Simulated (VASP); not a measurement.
# Ru (P6_3/mmc) in VASP: further runs

Ru is run at these levels: BLYP, LDA, r2SCAN; tasks: single point.

Program: VASP 6.6.1. These are calculated values, not measurements. Logs are shortened: lines on timing, memory, paths and dates and some standing lists are left out, and cuts for length are marked.

## Step 1: The cell of the first run

It takes space group P6_3/mmc (No. 194, hexagonal). Conventional cell: a = 2.706 Å, b = 2.706 Å, c = 4.282 Å, α = 90.00°, β = 90.00°, γ = 120.00°. Within 3.5 Å of Ru (site symmetry -6m2) lie 12 Ru at 2.65 to 2.71 Å.

## Step 2: Single point, BLYP

The input, INCAR:

```
SYSTEM = Ru
AGGAC = 1.0
AGGAX = 1.0
ALDAC = 0.0
ALDAX = 1.0
ALGO = Normal
EDIFF = 1E-6
ENCUT = 500
GGA = B5
GGA_COMPAT = .FALSE.
ISIF = 2
ISMEAR = 0
LASPH = .TRUE.
LCHARG = .TRUE.
LELF = .TRUE.
LREAL = .FALSE.
LVHAR = .TRUE.
LWAVE = .FALSE.
NBANDS = 21
NELM = 120
PREC = Accurate
SIGMA = 0.05
```

The input, KPOINTS:

```
k-points
0
G
  13 13 7
  0 0 0
```

The input, POSCAR:

```
Ru
1.0
    2.7058000000      0.0000000000      0.0000000000
   -1.3529000000      2.3432915400      0.0000000000
    0.0000000000      0.0000000000      4.2819000000
Ru
2
Direct
    0.3333333333      0.6666666667      0.2500000000
    0.6666666667      0.3333333333      0.7500000000
```

Potentials or basis: VASP PAW PBE potentials, release 64 (Ru_pv).

The run is started by

```bash
$ cat potpaw_PBE.64/Ru_pv/POTCAR > POTCAR
$ mpirun -np 1 vasp_std > vasp.out
```

OUTCAR:

```text
SYSTEM = Ru
   EDIFF = 1E-6
   ENCUT = 500
   GGA = B5
   ISIF = 2
   ISMEAR = 0
   LASPH = .TRUE.
   LREAL = .FALSE.
   NELM = 120
   PREC = Accurate

 ion  position               nearest neighbor table
   1  0.333  0.667  0.250-   2 2.65   2 2.65   2 2.65   2 2.65   2 2.65   2 2.65
   2  0.667  0.333  0.750-   1 2.65   1 2.65   1 2.65   1 2.65   1 2.65   1 2.65

  LATTYP: Found a hexagonal cell.
 ALAT       =     2.7058000000
 C/A-ratio  =     1.5824894671

  Lattice vectors:

 A1 = (   2.7058000000,   0.0000000000,   0.0000000000)
 A2 = (  -1.3529000000,   2.3432915400,   0.0000000000)
 A3 = (   0.0000000000,   0.0000000000,   4.2819000000)

Analysis of symmetry for initial positions (statically):
=====================================================================
 Subroutine PRICEL returns:
 Original cell was already a primitive cell.

 Routine SETGRP: Setting up the symmetry group for a
 hexagonal supercell.

 Subroutine GETGRP returns: Found 24 space group operations
 (whereof 12 operations were pure point group operations)
 out of a pool of 24 trial point group operations.

The static configuration has the point symmetry D_3d.
 The point group associated with its full space group is D_6h.

Analysis of symmetry for dynamics (positions and initial velocities):
=====================================================================
 Subroutine PRICEL returns:
 Original cell was already a primitive cell.

 Routine SETGRP: Setting up the symmetry group for a
 hexagonal supercell.

 Subroutine GETGRP returns: Found 24 space group operations
 (whereof 12 operations were pure point group operations)
 out of a pool of 24 trial point group operations.

The dynamic configuration has the point symmetry D_3d.
 The point group associated with its full space group is D_6h.

 Subroutine INISYM returns: Found 24 space group operations
 (whereof 12 operations are pure point group operations),
 and found     1 'primitive' translations

----------------------------------------------------------------------------------------

                                     Primitive cell

  volume of cell :      27.1493

  direct lattice vectors                    reciprocal lattice vectors
     2.705800000  0.000000000  0.000000000     0.369576465  0.213375072  0.000000000
    -1.352900000  2.343291540  0.000000000     0.000000000  0.426750143  0.000000000
     0.000000000  0.000000000  4.281900000     0.000000000  0.000000000  0.233541185
[... 76 lines left out ...]
   ISTART =      0    job   : 0-new  1-cont  2-samecut
   ICHARG =      2    charge: 1-file 2-atom 10-const
   ISPIN  =      1    spin polarized calculation?
   LNONCOLLINEAR =      F non collinear calculations
   LSORBIT =      F    spin-orbit coupling
   LASPH  =      T    aspherical Exc in radial PAW
   ENCUT  =  500.0 eV  36.75 Ry    6.06 a.u.   4.93  4.93  7.81*2*pi/ulx,y,z
   NELM   =    120;   NELMIN=  2; NELMDL= -5     # of ELM steps
   EDIFF  = 0.1E-05   stopping-criterion for ELM
   LREAL  =      F    real-space projection
   EDIFFG = 0.1E-04   stopping-criterion for IOM
   NSW    =      0    number of steps for IOM
   IBRION =     -1    ionic relax: 0-MD 1-quasi-New 2-CG
   NFREE  =      0    steps in history (QN), initial steepest desc. (CG)
   ISIF   =      2    stress and relaxation
   ISYM   =      2    0-nonsym 1-usesym 2-fastsym
   POTIM  = 0.5000    time-step for ionic-motion
   TEBEG  =    0.0;   TEEND  =   0.0 temperature during run
   PSTRESS=    0.0 pullay stress
   NELECT =      28.0000    total number of electrons
   NUPDOWN=      -1.0000    fix difference up-down
   EMIN   =  10.00;   EMAX   =-10.00  energy-range for DOS
   EFERMI =   0.00;   METHOD = LEGACY
   ISMEAR =     0;   SIGMA  =   0.05  broadening in eV -4-tet -1-fermi 0-gaus
   EFERMI_NEDOS =   21; number of points for ismear=-14 and -15
   IALGO  =     38    algorithm
   IMIX   =      4    mixing-type and parameters
     AMIX     =   0.40;   BMIX     =  1.00
     AMIX_MAG =   1.60;   BMIX_MAG =  1.00
  volume/ion in A,a.u.               =      13.57        91.61
  Fermi-wavevector in a.u.,A,eV,Ry     =   1.654022  3.125649 37.222674  2.735789
  Thomas-Fermi vector in A             =   2.742361
   LORBIT       =      0    0 simple, 1 ext, 2 COOP (PROOUT), +10 PAW based schemes
   GGA     = B5    functional components
   LHFCALC =     F    Hartree Fock is set to
   AEXX    =    0.0000 exact exchange contribution
   IVDW    =     0    specifies the selected vdW correction
   LEPSILON=     F    determine dielectric tensor
   LRPA    =     F    only Hartree local field effects (RPA)
 non-spin polarized calculation
 Gauss-broadening in eV      SIGMA  =   0.05
  energy-cutoff  :      500.00
  volume of cell :       27.15
 maximum number of plane-waves:       703
 NGX is ok and might be reduce to    20
   NGX =  9   NGY =  9   NGZ = 15

 number of electron      28.0000008 magnetization

 Free energy of the ion-electron system (eV)
  ---------------------------------------------------
  ext. energy  EPLUGINS =         0.00000000
  ---------------------------------------------------
  free energy    TOTEN  =       -15.73931137 eV

  energy without entropy =      -15.73719024  energy(sigma->0) =      -15.73825080

 E-fermi :  13.4722     XC(G=0): -13.4507

 val. band max:       13.3965499616   @ k =   0.2308   0.0000   0.2857
 cond. band min:      13.4764496197   @ k =   0.2308   0.0769   0.2857
 fundamental gap:      0.0798996581
 Fermi energy:        13.4722053845

 k-point     1 :       0.0000    0.0000    0.0000
  band No.  band energies     occupation
      1     -30.1310      2.00000
      2     -29.1983      2.00000
      3     -29.1983      2.00000
      4     -29.0260      2.00000
      5     -29.0260      2.00000
      6     -28.9762      2.00000
[... 565 lines left out ...]
     20      23.5029      0.00000
     21      24.7717      0.00000

 [... further k-points ...]
[... 5 lines left out ...]
  --------------------------------------------------------------------------------------
  -------------------------------------------------------------------------------------
  Total        3.3760523      3.3760523      3.2008652     -0.0000000      0.0000000      0.0000000
  in kB      199.2329720    199.2329724    188.8945527     -0.0000000      0.0000000      0.0000000
  external PRESSURE =     195.7868324 kB  Pullay stress =       0.0000000 kB

 VOLUME and BASIS-vectors are now :
 -----------------------------------------------------------------------------
  energy-cutoff  :      500.00
  volume of cell :       27.15
      direct lattice vectors                 reciprocal lattice vectors
     2.705800000  0.000000000  0.000000000     0.369576465  0.213375072  0.000000000
    -1.352900000  2.343291540  0.000000000     0.000000000  0.426750143  0.000000000
     0.000000000  0.000000000  4.281900000     0.000000000  0.000000000  0.233541185

 POSITION                                       TOTAL-FORCE (eV/Angst)
 -----------------------------------------------------------------------------------
     -0.00000      1.56219      1.07048         0.000000      0.000000      0.000000
      1.35290      0.78110      3.21143        -0.000000     -0.000000      0.000000
 -----------------------------------------------------------------------------------
    total drift:                               -0.000000      0.000000     -0.000000

  FREE ENERGIE OF THE ION-ELECTRON SYSTEM (eV)
  ---------------------------------------------------
  free  energy   TOTEN  =       -15.7393113683 eV

  energy  without entropy=      -15.7371902387  energy(sigma->0) =      -15.73825080
```

OSZICAR:

```text
N       E                     dE             d eps       ncg     rms          rms(c)
DAV:   1     0.284130376780E+03    0.28413E+03   -0.17282E+04  3528   0.145E+03
DAV:   2    -0.112845793709E+02   -0.29541E+03   -0.28657E+03  3588   0.438E+02
DAV:   3    -0.168707198543E+02   -0.55861E+01   -0.55564E+01  4238   0.679E+01
DAV:   4    -0.169126758402E+02   -0.41956E-01   -0.41889E-01  4284   0.565E+00
DAV:   5    -0.169131798218E+02   -0.50398E-03   -0.50111E-03  4042   0.563E-01    0.170E+01
DAV:   6    -0.158057996550E+02    0.11074E+01   -0.25435E+00  4108   0.154E+01    0.478E+00
DAV:   7    -0.157467350220E+02    0.59065E-01   -0.41918E-01  3933   0.453E+00    0.105E+00
DAV:   8    -0.157394252680E+02    0.73098E-02   -0.17397E-02  3783   0.137E+00    0.345E-01
DAV:   9    -0.157392958648E+02    0.12940E-03   -0.43561E-04  4108   0.201E-01    0.261E-02
DAV:  10    -0.157393132794E+02   -0.17415E-04   -0.47752E-05  3923   0.667E-02    0.174E-02
DAV:  11    -0.157393116649E+02    0.16145E-05   -0.10087E-05  3933   0.293E-02    0.285E-03
DAV:  12    -0.157393113683E+02    0.29664E-06   -0.23176E-07  2204   0.521E-03
   1 F= -.15739311E+02 E0= -.15738251E+02  d E =-.212113E-02
```

It took 21 s on 1 thread of AMD EPYC 9R45 (Zen 5), shared host; peak memory 0.13 GiB.

What came out:

```
Free energy            : -15.7393 eV
Pressure               : 19.6 GPa
Band gap on the k mesh : zero (band 14 reaches 14.83 eV, above the bottom of band 15 at 11.84 eV)
```

Stress tensor (GPa, compression positive):
```
19.92  0.00  0.00
 0.00 19.92  0.00
 0.00  0.00 18.89
```

Caveat: the PAW data sets were made with another functional, which shifts forces and pressure a little.

## Step 3: Single point, LDA

The input, INCAR:

```
  PREC = Accurate
  ENCUT = 500
  EDIFF = 1E-6
  ISMEAR = 0
  SIGMA = 0.05
  LREAL = False
  LASPH = True
  NELM = 120
  ALGO = Normal
  ISIF = 2
  LWAVE = False
  LCHARG = False
  NBANDS = 21
  GGA_COMPAT = False
```

The input, KPOINTS:

```
regular mesh
0
Gamma
  13 13 7
```

POSCAR is that of step 2.

Potentials or basis: VASP PAW LDA potentials, release 64 (Ru_pv).

The run is started by

```bash
$ cat potpaw_LDA.64/Ru_pv/POTCAR > POTCAR
$ mpirun -np 1 vasp_std > vasp.out
```

Run time: 14 s. Hardware: 1 thread of AMD EPYC 9R45 (Zen 5), shared host; peak memory 0.12 GiB.

It converged, with:

| Quantity | Value |
| --- | --- |
| Free energy | -21.3508 eV |
| Pressure | -11.5 GPa |
| Band gap on the k mesh | zero (band 14 reaches 14.17 eV, above the bottom of band 15 at 11.16 eV) |

Stress tensor (GPa, compression positive):
```
-10.74   0.00   0.00
  0.00 -10.74   0.00
  0.00   0.00 -13.13
```

Levels at points of the mesh, in eV from the Fermi level:
```tsv
k point	band 11	band 12	band 13	band 14	band 15	band 16	band 17	band 18
(0.00, 0.00, 0.00)	-2.50	-2.00	-2.00	-1.46	-1.46	1.13	1.13	1.24
```

## Step 4: Single point, r2SCAN

POSCAR is that of step 3.

The input, INCAR.step1:

```
ALGO = Normal ; EDIFF = 1E-5
ENCUT = 550 ; GGA = PE
GGA_COMPAT = F ; ISMEAR = 0
LASPH = T ; LCHARG = F
LREAL = F ; LWAVE = T
NBANDS = 21 ; NELM = 120
PREC = Accurate ; SIGMA = 0.05
```

The input, INCAR.step2:

```
ALGO = Normal ; EDIFF = 1E-6
ENCUT = 550 ; GGA_COMPAT = F
ISIF = 2 ; ISMEAR = 0
ISTART = 1 ; LASPH = T
LCHARG = F ; LMIXTAU = T
LREAL = F ; LWAVE = F
METAGGA = R2SCAN ; NBANDS = 21
NELM = 120 ; PREC = Accurate
SIGMA = 0.05
```

The input, KPOINTS:

```
k-points
0
Gamma
  13 13 7
```

Potentials or basis: VASP PAW PBE potentials, release 64 (Ru_pv).

The run is started by

```bash
$ cat potpaw_PBE.64/Ru_pv/POTCAR > POTCAR
$ cp INCAR.step1 INCAR
$ mpirun -np 1 vasp_std > vasp.out
$ cp INCAR.step2 INCAR
$ mpirun -np 1 vasp_std > vasp.out
```

OUTCAR:

```text
EDIFF = 1E-6
   ENCUT = 550
   ISIF = 2
   ISMEAR = 0
   ISTART = 1
   LASPH = T
   LREAL = F
   METAGGA = R2SCAN
   NELM = 120
   PREC = Accurate

 ion  position               nearest neighbor table
   1  0.333  0.667  0.250-   2 2.65   2 2.65   2 2.65   2 2.65   2 2.65   2 2.65
   2  0.667  0.333  0.750-   1 2.65   1 2.65   1 2.65   1 2.65   1 2.65   1 2.65

  LATTYP: Found a hexagonal cell.
 ALAT       =     2.7058000000
 C/A-ratio  =     1.5824894671

  Lattice vectors:

 A1 = (   2.7058000000,   0.0000000000,   0.0000000000)
 A2 = (  -1.3529000000,   2.3432915400,   0.0000000000)
 A3 = (   0.0000000000,   0.0000000000,   4.2819000000)

Analysis of symmetry for initial positions (statically):
=====================================================================
 Subroutine PRICEL returns:
 Original cell was already a primitive cell.

 Routine SETGRP: Setting up the symmetry group for a
 hexagonal supercell.

 Subroutine GETGRP returns: Found 24 space group operations
 (whereof 12 operations were pure point group operations)
 out of a pool of 24 trial point group operations.

The static configuration has the point symmetry D_3d.
 The point group associated with its full space group is D_6h.

Analysis of symmetry for dynamics (positions and initial velocities):
=====================================================================
 Subroutine PRICEL returns:
 Original cell was already a primitive cell.

 Routine SETGRP: Setting up the symmetry group for a
 hexagonal supercell.

 Subroutine GETGRP returns: Found 24 space group operations
 (whereof 12 operations were pure point group operations)
 out of a pool of 24 trial point group operations.

The dynamic configuration has the point symmetry D_3d.
 The point group associated with its full space group is D_6h.

[... 105 lines left out ...]
   ISYM   =      2    0-nonsym 1-usesym 2-fastsym
   POTIM  = 0.5000    time-step for ionic-motion
   TEBEG  =    0.0;   TEEND  =   0.0 temperature during run
   PSTRESS=    0.0 pullay stress
   NELECT =      28.0000    total number of electrons
   NUPDOWN=      -1.0000    fix difference up-down
   EMIN   =  10.00;   EMAX   =-10.00  energy-range for DOS
   EFERMI =   0.00;   METHOD = LEGACY
   ISMEAR =     0;   SIGMA  =   0.05  broadening in eV -4-tet -1-fermi 0-gaus
   EFERMI_NEDOS =   21; number of points for ismear=-14 and -15
   IALGO  =     38    algorithm
   IMIX   =      4    mixing-type and parameters
     AMIX     =   0.40;   BMIX     =  1.00
     AMIX_MAG =   1.60;   BMIX_MAG =  1.00
  volume/ion in A,a.u.               =      13.57        91.61
  Fermi-wavevector in a.u.,A,eV,Ry     =   1.654022  3.125649 37.222674  2.735789
  Thomas-Fermi vector in A             =   2.742361
   LORBIT       =      0    0 simple, 1 ext, 2 COOP (PROOUT), +10 PAW based schemes
   METAGGA = R2SCAN    functional components
   LHFCALC =     F    Hartree Fock is set to
   AEXX    =    0.0000 exact exchange contribution
   IVDW    =     0    specifies the selected vdW correction
   LEPSILON=     F    determine dielectric tensor
   LRPA    =     F    only Hartree local field effects (RPA)
 non-spin polarized calculation
 Gauss-broadening in eV      SIGMA  =   0.05
  energy-cutoff  :      550.00
  volume of cell :       27.15
 maximum number of plane-waves:       809
 NGX is ok and might be reduce to    24
   NGX = 11   NGY = 11   NGZ = 17

 number of electron      28.0000002 magnetization

 Free energy of the ion-electron system (eV)
  ---------------------------------------------------
  ext. energy  EPLUGINS =         0.00000000
  ---------------------------------------------------
  free energy    TOTEN  =       -50.84915275 eV

  energy without entropy =      -50.84799929  energy(sigma->0) =      -50.84857602

 E-fermi :  12.7908     XC(G=0): -15.4128

 val. band max:       12.7767956869   @ k =   0.3846   0.0000   0.4286
 cond. band min:      12.8439014622   @ k =   0.2308   0.0769   0.2857
 fundamental gap:      0.0671057753
 Fermi energy:        12.7907960623

 k-point     1 :       0.0000    0.0000    0.0000
  band No.  band energies     occupation
      1     -32.3590      2.00000
      2     -31.3621      2.00000
      3     -31.3621      2.00000
      4     -31.1793      2.00000
      5     -31.1793      2.00000
      6     -31.1255      2.00000
[... 565 lines left out ...]
     20      21.1160      0.00000
     21      24.5424      0.00000

 [... further k-points ...]
[... 5 lines left out ...]
  --------------------------------------------------------------------------------------
  -------------------------------------------------------------------------------------
  Total        0.0158102      0.0158102     -0.3640304     -0.0000000     -0.0000000      0.0000000
  in kB        0.9330183      0.9330183    -21.4827391     -0.0000000     -0.0000000      0.0000000
  external PRESSURE =      -6.5389008 kB  Pullay stress =       0.0000000 kB

 VOLUME and BASIS-vectors are now :
 -----------------------------------------------------------------------------
  energy-cutoff  :      550.00
  volume of cell :       27.15
      direct lattice vectors                 reciprocal lattice vectors
     2.705800000  0.000000000  0.000000000     0.369576465  0.213375072  0.000000000
    -1.352900000  2.343291540  0.000000000     0.000000000  0.426750143  0.000000000
     0.000000000  0.000000000  4.281900000     0.000000000  0.000000000  0.233541185

 POSITION                                       TOTAL-FORCE (eV/Angst)
 -----------------------------------------------------------------------------------
     -0.00000      1.56219      1.07048        -0.000000      0.000000      0.000000
      1.35290      0.78110      3.21143         0.000000      0.000000      0.000000
 -----------------------------------------------------------------------------------
    total drift:                               -0.000000      0.000000     -0.000000

  FREE ENERGIE OF THE ION-ELECTRON SYSTEM (eV)
  ---------------------------------------------------
  free  energy   TOTEN  =       -50.8491527528 eV

  energy  without entropy=      -50.8479992931  energy(sigma->0) =      -50.84857602
```

OUTCAR.step1:

```text
EDIFF = 1E-5
   ENCUT = 550
   GGA = PE
   ISMEAR = 0
   LASPH = T
[... 800 lines left out ...]
 -----------------------------------------------------------------------------------
     -0.00000      1.56219      1.07048         0.000000     -0.000000      0.000000
      1.35290      0.78110      3.21143        -0.000000      0.000000      0.000000
 -----------------------------------------------------------------------------------
    total drift:                               -0.000000      0.000000     -0.000000

  FREE ENERGIE OF THE ION-ELECTRON SYSTEM (eV)
  ---------------------------------------------------
  free  energy   TOTEN  =       -18.4565238297 eV

  energy  without entropy=      -18.4552417508  energy(sigma->0) =      -18.45588279
```

It took 1.9 min on 1 thread of AMD EPYC 9R45 (Zen 5), shared host; peak memory 0.15 GiB.

Results:

| Property | Result |
| --- | --- |
| Free energy | -50.8492 eV |
| Pressure | -0.7 GPa |
| Band gap on the k mesh | zero (band 14 reaches 14.25 eV, above the bottom of band 15 at 11.13 eV) |

Levels at points of the mesh, in eV from the Fermi level:
```csv
k point,band 11,band 12,band 13,band 14,band 15,band 16,band 17,band 18
"(0.00, 0.00, 0.00)",-2.58,-2.07,-2.07,-1.52,-1.52,1.17,1.17,1.29
```

Caveat: the PAW data sets were made with another functional, which shifts forces and pressure a little.

## Step 5: The runs side by side

| level | potentials or basis | cutoff (eV) | gap on the mesh (eV) | pressure (GPa) |
| --- | --- | --- | --- | --- |
| BLYP | VASP PAW PBE potentials, release 64 (Ru_pv) | 500 | none | 19.6 |
| LDA | VASP PAW LDA potentials, release 64 (Ru_pv) | 500 | none | -11.5 |
| r2SCAN | VASP PAW PBE potentials, release 64 (Ru_pv) | 550 | none | -0.7 |

Alike in all rows: task single point; no spin polarisation; cell as given; k mesh 13 × 13 × 7; smearing gaussian 0.05 eV.

Caveats: the PAW data sets were made with another functional, which shifts forces and pressure a little (some runs).

Absolute energies hang on the potentials; compare differences alone.
